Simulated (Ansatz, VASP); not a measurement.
## SrC8 in VASP and in Ansatz

```
Sr C
1.0
     4.98739    0.00000    0.00000
    -2.49369    4.31920    0.00000
     0.00000    0.00000    4.81801
Sr C
1 8
Direct
  0.00000 0.00000 0.50000
  0.33333 0.66667 0.00000
  0.33451 0.16726 0.00000
  0.83274 0.66549 0.00000
  0.83274 0.16726 0.00000
  0.16726 0.83274 0.00000
  0.16726 0.33451 0.00000
  0.66549 0.83274 0.00000
  0.66667 0.33333 0.00000
```

Alike in both runs: functional PBE; dispersion D3(BJ); k mesh 9 × 9 × 8; occupations gaussian, width 0.1 eV; no spin polarisation.

Ansatz relaxed the structure, and its values are those at the end. VASP's run is a single point on that final structure, the one shown.

|  | VASP | Ansatz |
| --- | --- | --- |
| version | VASP 6.6.1 | Ansatz 0.2.0 |
| potentials or method | VASP PAW PBE potentials, release 64 (Sr_sv, C), cutoff 520 eV | scalar-relativistic, plane waves, PAW |
| valence electrons in the cell | 42 | 42 |

Ansatz gave:

* gap on the k mesh at the Fermi level (eV): none
* pressure (GPa): 0.0
* rms of the force components (eV/Å): 0.001

What did VASP give for the same quantities?

gap on the k mesh at the Fermi level (eV): none; pressure (GPa): 0.4; rms of the force components (eV/Å): 0.004.

A gap of «none» marks a metal or a gap that the smearing closes.
